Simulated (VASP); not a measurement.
Runs of VASP 6.6.1 on Ge. The structure is that of space group Fd-3m (No. 227), or close to it. The cells are those of the table. 

```tsv
cell	gap on the mesh (eV)	pressure (GPa)
a = 4.006 Å, angles 60.0°, 2 atoms	0.37	(b)
a = 4.088 Å, angles 60.0°, 2 atoms	none	-3.4
a = 4.048 Å, angles 60.0°, 2 atoms	-	-1.6
a = 4.129 Å, angles 60.0°, 2 atoms	none	(a)
```

Alike in all rows: task single point; level r2SCAN; potentials or basis VASP PAW PBE potentials, release 64 (Ge_d); no spin polarisation; k mesh 10 × 10 × 10; cutoff (eV) 520; smearing fermi-dirac 0.1 eV.

**Question.** Estimate the missing entries.

**Answer.** (a) -4.9; (b) 0.4.

Caveats: the PAW data sets were made with another functional, which shifts forces and pressure a little.

A k mesh can miss the band edges, and the runs leave out spin-orbit coupling on Ge.

A gap of «none» marks levels without a gap at the run's occupations.
